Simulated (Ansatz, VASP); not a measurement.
## ZnO: VASP beside Ansatz

```
Zn O
1.0
     3.24931    0.00000    0.00000
    -1.62465    2.81398    0.00000
     0.00000    0.00000    5.20571
Zn O
2 2
Direct
  0.66667 0.33333 0.00000
  0.33333 0.66667 0.50000
  0.33333 0.66667 0.87901
  0.66667 0.33333 0.37901
```

Alike in both runs: task relaxation of cell and atoms; functional revPBE; k mesh 7 × 7 × 4; occupations fermi-dirac, width 0.05 eV; no spin polarisation.

|  | VASP | Ansatz |
| --- | --- | --- |
| version | VASP 6.6.1 | Ansatz 0.2.0 |
| potentials or method | VASP PAW PBE potentials, release 64 (Zn, O) | Ansatz PAW |
| plane-wave cutoff (eV) | 600 | 420 |
| valence electrons in the cell | 36 | 36 |

Ansatz gave:

| Quantity | Value |
| --- | --- |
| gap on the k mesh at the Fermi level, each at its own relaxed structure (eV) | 0.78 |
| relaxed volume (Å³/atom) | 12.64 |
| relaxed cell length with the largest relative difference (Å) | 3.308 |

Question: Estimate VASP's values.

Answer: gap on the k mesh at the Fermi level, each at its own relaxed structure (eV): 0.75; relaxed volume (Å³/atom): 12.73; relaxed cell length with the largest relative difference (Å): 3.317.

VASP's potentials were made for PBE, not for revPBE.

Noted on Ansatz's run: odd divisions of the mesh miss points on the zone boundary, where band edges often lie, so the gap on the mesh can be too wide; the plane-wave basis is chosen anew once the cell has moved, so the energies of steps on either side of that aren't comparable.
